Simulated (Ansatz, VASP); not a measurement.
## One calculation of ZnS, two programs

```xyz
4
Lattice="3.7729 0.0000 0.0000 -1.8864 3.2674 0.0000 0.0000 0.0000 6.2340" Properties=species:S:1:pos:R:3 pbc="T T T"
Zn    0.0000    2.1783    0.0000
Zn    1.8864    1.0891    3.1170
S     0.0000    2.1783    2.4001
S     1.8864    1.0891    5.5171
```

Change from the starting cell: equal xx and yy strain of -1 %, crystal datasets.

Alike in both runs: task electric field gradients; functional PBEsol; k mesh 8 × 8 × 5; occupations fermi-dirac, width 0.03 eV; no spin polarisation.

|  | VASP | Ansatz |
| --- | --- | --- |
| version | VASP 6.6.1 | Ansatz 0.2.0 |
| potentials or method | VASP PAW PBE potentials, release 64 (Zn, S), cutoff 520 eV | all-electron PAW with datasets made for the crystal, scalar-relativistic |

```tsv
	VASP	Ansatz	Ansatz less VASP
gap on the k mesh at the Fermi level (eV)	2.20	2.20	-0.003
pressure (GPa)	0.5	0.3	-0.20
traceless stress, the component that is largest in VASP (GPa)	-2.33	-2.30	+0.023
rms of the force components (eV/Å)	0.222	0.220	-0.0019
size of Vzz on the site where it differs most (V/Å²)	24.1	22.3	-1.72
```

VASP's potentials were made for PBE, not for PBEsol. Atom by atom the forces differ by 0.002 eV/Å (rms over components). Ansatz ran all-electron here, and VASP with PAW potentials.
